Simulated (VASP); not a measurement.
Set up this calculation in VASP 6.6.1, as the native input.

```yaml
Task: relaxation of cell and atoms
Functional: PBE
Potentials_or_basis: VASP PAW PBE potentials, release 64 (Sr_sv, Te)
Cutoff: 600 eV
k_mesh: 3 × 3 × 3
Occupations: gaussian, width 0.1 eV
Spin: no spin polarisation
Dipole_correction: no
Further_INCAR_settings: ALGO = Normal; EDIFF = 1e-06; IBRION = 2; EDIFFG = -0.04; NSW = 90; ISIF = 3
```

The structure of SrTe7 lies in POSCAR:

```
SrTe7
1.0
    3.3086032500      1.9102229800      5.9804508500
   -3.3086032500      1.9102229800      5.9804508500
    0.0000000000     -3.8204459600      5.9804508500
Sr Te
1 7
Direct
    0.0000000000      0.0000000000      0.0000000000
    0.9825447100      0.3971602500      0.3971602500
    0.3971602500      0.9825447100      0.3971602500
    0.3971602500      0.3971602500      0.9825447100
    0.0174552900      0.6028397500      0.6028397500
    0.6028397500      0.0174552900      0.6028397500
    0.6028397500      0.6028397500      0.0174552900
    0.5000000000      0.5000000000      0.5000000000
```

The cell was generated, and may not be a known phase.

The input as run:

INCAR

```
ALGO     = Normal         # electronic algorithm
EDIFF    = 1E-6           # SCF threshold, eV
EDIFFG   = -0.04          # ionic threshold
ENCUT    = 600            # plane-wave cutoff, eV
GGA      = PE             # functional
IBRION   = 2              # ionic algorithm
ISIF     = 3              # what is computed and relaxed
ISMEAR   = 0              # smearing method
LASPH    = True           # aspherical terms in the spheres
LCHARG   = False          # write CHGCAR
LREAL    = False          # projectors in reciprocal space
LWAVE    = False          # write WAVECAR
NELM     = 100            # most SCF steps
NSW      = 90             # ionic steps
PREC     = Accurate       # precision mode
SIGMA    = 0.1            # smearing width, eV
```

KPOINTS

```
k-points
0
Gamma
  3 3 3
```

Potentials or basis: VASP PAW PBE potentials, release 64 (Sr_sv, Te).

Launch:

```console
$ cat potpaw_PBE.64/Sr_sv/POTCAR potpaw_PBE.64/Te/POTCAR > POTCAR
$ mpirun -np 1 vasp_std > vasp.out
```

Results of the run:

```
Relaxed volume                        : 40.39 Å³/atom
Relaxed cell                          : a = 9.202 Å, b = 9.202 Å, c = 9.202 Å, α = 42.59°, β = 42.59°, γ = 42.59°
Space group after relaxing (to 0.1 Å) : R-3m (No. 166)
Energy gained by relaxing             : 883.9 meV/atom
Ionic steps                           : 35
Pressure after relaxing               : 0.0 GPa
Largest force after relaxing          : 0.025 eV/Å
Band gap on the k mesh                : zero (bands 26 and 27 overlap by 1.71 eV)
```

Caveat: the k points lie up to 0.37 Å⁻¹ apart in the final cell, too coarse for converged energies and pressures of a metal; the volume moved by over 15 % at a fixed basis, so the end points are rough; spin-orbit coupling is left out, which moves the levels of the heavy elements.

Run time: 20 min on 1 thread of Intel(R) Xeon(R) 6975P-C (Granite Rapids), on a shared host, peak memory 0.54 GiB.
